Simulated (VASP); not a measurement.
# ZnS (F-43m) in VASP: a series of runs

The runs below take ZnS through single point, with PBE.

Program: VASP 6.6.1. These are calculated values, not measurements. Logs are shortened: lines on timing, memory, paths and dates and some standing lists are left out, and cuts for length are marked.

## (1) The cell of the first run

Symmetry: F-43m, No. 216, cubic system. The conventional cell has a = 5.053 Å, b = 5.053 Å, c = 5.053 Å, α = 90.00°, β = 90.00°, γ = 90.00°. Zn (site symmetry -43m) has 4 S at 2.19 Å within 2.9 Å. S (site symmetry -43m) has 4 Zn at 2.19 Å within 2.9 Å.

## (2) Single point, PBE (volume scaled by 0.800)

INCAR reads:

```
SYSTEM = ZnS
ALGO = Normal ; EDIFF = 1E-7
ENCUT = 520 ; GGA = PE
ISIF = 2 ; ISMEAR = 0
LASPH = .TRUE. ; LCHARG = .FALSE.
LREAL = .FALSE. ; LWAVE = .FALSE.
NBANDS = 16 ; NELM = 100
PREC = Accurate ; SIGMA = 0.05
```

KPOINTS reads:

```
k-points
0
G
  8 8 8
  0 0 0
```

POSCAR reads:

```
ZnS
1.0
    0.0000000000      2.5267121761      2.5267121761
    2.5267121761      0.0000000000      2.5267121761
    2.5267121761      2.5267121761      0.0000000000
Zn S
1 1
Direct
    0.2500000000      0.2500000000      0.2500000000
    0.0000000000      0.0000000000      0.0000000000
```

Potentials or basis: VASP PAW PBE potentials, release 64 (Zn, S).

On the command line:

```console
$ cat potpaw_PBE.64/Zn/POTCAR potpaw_PBE.64/S/POTCAR > POTCAR
$ mpirun -np 1 vasp_std > vasp.out
```

OUTCAR:

```text
SYSTEM = ZnS
   EDIFF = 1E-7
   ENCUT = 520
   GGA = PE
   ISIF = 2
   ISMEAR = 0
   LASPH = .TRUE.
   LREAL = .FALSE.
   NELM = 100
   PREC = Accurate

 ion  position               nearest neighbor table
   1  0.250  0.250  0.250-   2 2.19   2 2.19   2 2.19   2 2.19
   2  0.000  0.000  0.000-   1 2.19   1 2.19   1 2.19   1 2.19

  LATTYP: Found a face centered cubic cell.
 ALAT       =     5.0534243522

  Lattice vectors:

 A1 = (   0.0000000000,   2.5267121761,   2.5267121761)
 A2 = (   2.5267121761,   0.0000000000,   2.5267121761)
 A3 = (   2.5267121761,   2.5267121761,   0.0000000000)

Analysis of symmetry for initial positions (statically):
=====================================================================
 Subroutine PRICEL returns:
 Original cell was already a primitive cell.

 Routine SETGRP: Setting up the symmetry group for a
 face centered cubic supercell.

 Subroutine GETGRP returns: Found 24 space group operations
 (whereof 24 operations were pure point group operations)
 out of a pool of 48 trial point group operations.

The static configuration has the point symmetry T_d .

Analysis of symmetry for dynamics (positions and initial velocities):
=====================================================================
 Subroutine PRICEL returns:
 Original cell was already a primitive cell.

 Routine SETGRP: Setting up the symmetry group for a
 face centered cubic supercell.

 Subroutine GETGRP returns: Found 24 space group operations
 (whereof 24 operations were pure point group operations)
 out of a pool of 48 trial point group operations.

The dynamic configuration has the point symmetry T_d .

 Subroutine INISYM returns: Found 24 space group operations
 (whereof 24 operations are pure point group operations),
 and found     1 'primitive' translations

----------------------------------------------------------------------------------------

                                     Primitive cell

  volume of cell :      32.2624

  direct lattice vectors                    reciprocal lattice vectors
     0.000000000  2.526712176  2.526712176    -0.197885618  0.197885618  0.197885618
     2.526712176  0.000000000  2.526712176     0.197885618 -0.197885618  0.197885618
     2.526712176  2.526712176  0.000000000     0.197885618  0.197885618 -0.197885618

  length of vectors
     3.573310628  3.573310628  3.573310628     0.342747944  0.342747944  0.342747944

  position of ions in fractional coordinates (direct lattice)
     0.250000000  0.250000000  0.250000000
     0.000000000  0.000000000  0.000000000

[... 77 lines left out ...]
   LREAL  =      F    real-space projection
   EDIFFG = 0.1E-05   stopping-criterion for IOM
   NSW    =      0    number of steps for IOM
   IBRION =     -1    ionic relax: 0-MD 1-quasi-New 2-CG
   NFREE  =      0    steps in history (QN), initial steepest desc. (CG)
   ISIF   =      2    stress and relaxation
   ISYM   =      2    0-nonsym 1-usesym 2-fastsym
   POTIM  = 0.5000    time-step for ionic-motion
   TEBEG  =    0.0;   TEEND  =   0.0 temperature during run
   PSTRESS=    0.0 pullay stress
   NELECT =      18.0000    total number of electrons
   NUPDOWN=      -1.0000    fix difference up-down
   EMIN   =  10.00;   EMAX   =-10.00  energy-range for DOS
   EFERMI =   0.00;   METHOD = LEGACY
   ISMEAR =     0;   SIGMA  =   0.05  broadening in eV -4-tet -1-fermi 0-gaus
   EFERMI_NEDOS =   21; number of points for ismear=-14 and -15
   IALGO  =     38    algorithm
   IMIX   =      4    mixing-type and parameters
     AMIX     =   0.40;   BMIX     =  1.00
     AMIX_MAG =   1.60;   BMIX_MAG =  1.00
  volume/ion in A,a.u.               =      16.13       108.86
  Fermi-wavevector in a.u.,A,eV,Ry     =   1.347721  2.546823 24.712956  1.816351
  Thomas-Fermi vector in A             =   2.475448
   LORBIT       =      0    0 simple, 1 ext, 2 COOP (PROOUT), +10 PAW based schemes
   GGA     = PE    functional components
   LHFCALC =     F    Hartree Fock is set to
   AEXX    =    0.0000 exact exchange contribution
   IVDW    =     0    specifies the selected vdW correction
   LEPSILON=     F    determine dielectric tensor
   LRPA    =     F    only Hartree local field effects (RPA)
 non-spin polarized calculation
 Gauss-broadening in eV      SIGMA  =   0.05
  energy-cutoff  :      520.00
  volume of cell :       32.26
 maximum number of plane-waves:       893
   NGX = 13   NGY = 13   NGZ = 13

 number of electron      18.0000015 magnetization

 Free energy of the ion-electron system (eV)
  ---------------------------------------------------
  ext. energy  EPLUGINS =         0.00000000
  ---------------------------------------------------
  free energy    TOTEN  =        -6.31693908 eV

  energy without entropy =       -6.31693908  energy(sigma->0) =       -6.31693908

 E-fermi :   4.4893     XC(G=0): -10.6112

 val. band max:        4.2291055415   @ k =   0.0000   0.0000   0.0000
 cond. band min:       7.1034499835   @ k =   0.5000   0.5000   0.0000
 fundamental gap:      2.8743444420
 Fermi energy:         4.4892800941

 k-point     1 :       0.0000    0.0000    0.0000
  band No.  band energies     occupation
      1     -10.5380      2.00000
      2      -3.1564      2.00000
      3      -3.1564      2.00000
      4      -3.1564      2.00000
      5      -2.3916      2.00000
      6      -2.3916      2.00000
[... 433 lines left out ...]
      3      -2.9043      2.00000
      4      -2.5765      2.00000
      5      -2.3794      2.00000
      6      -2.0556      2.00000
[... 8 lines left out ...]
     15      18.3917      0.00000
     16      19.5033      0.00000

 [... further k-points ...]

------------------------ aborting loop because EDIFF is reached ----------------------------------------

  FORCE on cell =-STRESS in cart. coord.  units (eV):
  Direction    XX          YY          ZZ          XY          YZ          ZX
  --------------------------------------------------------------------------------------
  -------------------------------------------------------------------------------------
  Total        5.1816877      5.1816877      5.1816877      0.0000000      0.0000000     -0.0000000
  in kB      257.3264922    257.3264922    257.3264922      0.0000000      0.0000000     -0.0000000
  external PRESSURE =     257.3264922 kB  Pullay stress =       0.0000000 kB

 VOLUME and BASIS-vectors are now :
 -----------------------------------------------------------------------------
  energy-cutoff  :      520.00
  volume of cell :       32.26
      direct lattice vectors                 reciprocal lattice vectors
     0.000000000  2.526712176  2.526712176    -0.197885618  0.197885618  0.197885618
     2.526712176  0.000000000  2.526712176     0.197885618 -0.197885618  0.197885618
     2.526712176  2.526712176  0.000000000     0.197885618  0.197885618 -0.197885618

 POSITION                                       TOTAL-FORCE (eV/Angst)
 -----------------------------------------------------------------------------------
      1.26336      1.26336      1.26336        -0.000000     -0.000000     -0.000000
      0.00000      0.00000      0.00000         0.000000      0.000000      0.000000
 -----------------------------------------------------------------------------------
    total drift:                               -0.000003     -0.000003     -0.000004

  FREE ENERGIE OF THE ION-ELECTRON SYSTEM (eV)
  ---------------------------------------------------
  free  energy   TOTEN  =        -6.3169390784 eV

  energy  without entropy=       -6.3169390784  energy(sigma->0) =       -6.31693908
```

stdout:

```text
POSCAR found type information on POSCAR ZnS
 POSCAR found :  2 types and       2 ions
 scaLAPACK will be used
 LDA part: xc-table for (Slater+PW92), standard interpolation
 POSCAR, INCAR and KPOINTS ok, starting setup
 FFT: planning ... GRIDC
 FFT: planning ... GRID_SOFT
 FFT: planning ... GRID
 WAVECAR not read
 entering main loop
```

Wall time 8.6 s (1 thread of Intel Xeon 6975P-C (Granite Rapids), shared host); peak memory 0.15 GiB.

Results:

```yaml
Free_energy: -6.3169 eV
Pressure: 25.7 GPa
Band_gap_on_the_k_mesh: 2.87 eV, indirect (least direct gap 3.04 eV)
```

Levels at points of the mesh, in eV from the valence-band top:
```
           k point  band 5  band 6  band 7  band 8  band 9  band 10  band 11  band 12  band 13  band 14
(0.00, 0.00, 0.00)   -6.62   -6.62    0.00    0.00    0.00     3.04     6.15     6.15     6.15    11.95
(0.50, 0.00, 0.00)   -6.57   -6.57   -6.28   -1.20   -1.20     3.66     6.71     6.71     9.51    13.26
(0.50, 0.50, 0.00)   -6.49   -6.33   -5.42   -3.05   -3.05     2.87     3.89    12.60    13.33    13.33
```

## (3) Single point, PBE (volume scaled by 0.840)

INCAR reads:

```
PREC = Accurate
ENCUT = 520
EDIFF = 1E-6
ISMEAR = 0
SIGMA = 0.05
LREAL = F
LASPH = T
NELM = 60
ALGO = Normal
ISIF = 2
LWAVE = F
LCHARG = T
GGA = PE
LELF = T
LVHAR = T
NBANDS = 16
```

KPOINTS reads:

```
regular mesh
0
Gamma
  8 8 8
```

POSCAR reads:

```
ZnS
1.0
    0.0000000000      2.5681410505      2.5681410505
    2.5681410505      0.0000000000      2.5681410505
    2.5681410505      2.5681410505      0.0000000000
Zn S
1 1
Direct
    0.2500000000      0.2500000000      0.2500000000
    0.0000000000      0.0000000000      0.0000000000
```

Potentials or basis: VASP PAW PBE potentials, release 64 (Zn, S).

On the command line:

```console
$ cat potpaw_PBE.64/Zn/POTCAR potpaw_PBE.64/S/POTCAR > POTCAR
$ mpirun -np 1 vasp_std > vasp.out
```

It took 8.5 s on 1 thread of Intel Xeon 6975P-C (Granite Rapids), shared host; peak memory 0.15 GiB.

Results (log left out):

- Free energy: -6.5363 eV
- Pressure: 18.1 GPa
- Band gap on the k mesh: 2.81 eV, direct

Levels at points of the mesh, in eV from the valence-band top:
| k point | band 5 | band 6 | band 7 | band 8 | band 9 | band 10 | band 11 | band 12 | band 13 | band 14 |
| --- | --- | --- | --- | --- | --- | --- | --- | --- | --- | --- |
| (0.00, 0.00, 0.00) | -6.39 | -6.39 | 0.00 | 0.00 | 0.00 | 2.81 | 6.23 | 6.23 | 6.23 | 11.91 |
| (0.50, 0.00, 0.00) | -6.34 | -6.34 | -6.08 | -1.11 | -1.11 | 3.59 | 6.78 | 6.78 | 9.38 | 12.96 |
| (0.50, 0.50, 0.00) | -6.28 | -6.12 | -5.19 | -2.83 | -2.83 | 3.02 | 3.97 | 12.17 | 13.01 | 13.01 |

 A k mesh can miss the band edges.
